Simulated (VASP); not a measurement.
LiBe: single point with PBEsol

LiBe:

```
Li Be
1.0
     2.23356    0.00000    0.02381
     0.00000    3.65244    0.00000
    -0.33364    0.00000    5.44948
Li Be
2 2
Direct
  0.72418 0.25000 0.20063
  0.27582 0.75000 0.79937
  0.75730 0.25000 0.62016
  0.24270 0.75000 0.37984
```

This cell differs from its parent crystal: strained.

```json
{
  "Program": "VASP 6.6.1",
  "Task": "single point",
  "Functional": "PBEsol",
  "Potentials or basis": "VASP PAW PBE potentials, release 64 (Li_sv, Be)",
  "Cutoff": "520 eV",
  "k mesh": "18 × 12 × 8",
  "Occupations": "gaussian, width 0.1 eV",
  "Spin": "no spin polarisation"
}
```

- Largest force: 1.307 eV/Å
- Band gap on the k mesh: zero (band 5 reaches 6.14 eV, above the bottom of band 6 at 0.61 eV)

Forces on the atoms (eV/Å):
```
Li   0.021  0.000 -1.179
Li  -0.021  0.000  1.179
Be   0.055  0.000 -1.305
Be  -0.055  0.000  1.305
```

Levels at points of the mesh, in eV from the Fermi level:
```
           k point  band 3  band 4  band 5  band 6  band 7  band 8
(0.00, 0.00, 0.00)   -7.34   -2.61   -2.51   -0.79    3.96    4.27
(0.50, 0.00, 0.00)   -2.09   -2.02    1.06    1.80    5.46    6.20
(0.00, 0.50, 0.00)   -5.37   -5.37   -2.03   -2.03    2.37    2.37
(0.50, 0.50, 0.00)   -1.54   -1.54    3.01    3.01    3.32    3.32
(0.00, 0.00, 0.50)   -7.21   -4.35   -0.51    1.48    2.02    2.58
(0.50, 0.00, 0.50)   -1.90   -1.89    0.62    0.99    6.35    6.55
(0.00, 0.50, 0.50)   -5.27   -5.27   -2.53   -2.53    4.46    4.46
(0.50, 0.50, 0.50)   -1.30   -1.30    1.86    1.86    3.22    3.22
```

Run time: 5.6 min on 1 thread of Intel(R) Xeon(R) Platinum 8259CL CPU @ 2.50GHz (Skylake/Cascade Lake) (shared host), peak memory 0.35 GiB.

Caveat: the cell differs from its parent crystal (strained); the PAW data sets were made with another functional, which shifts forces and pressure a little.
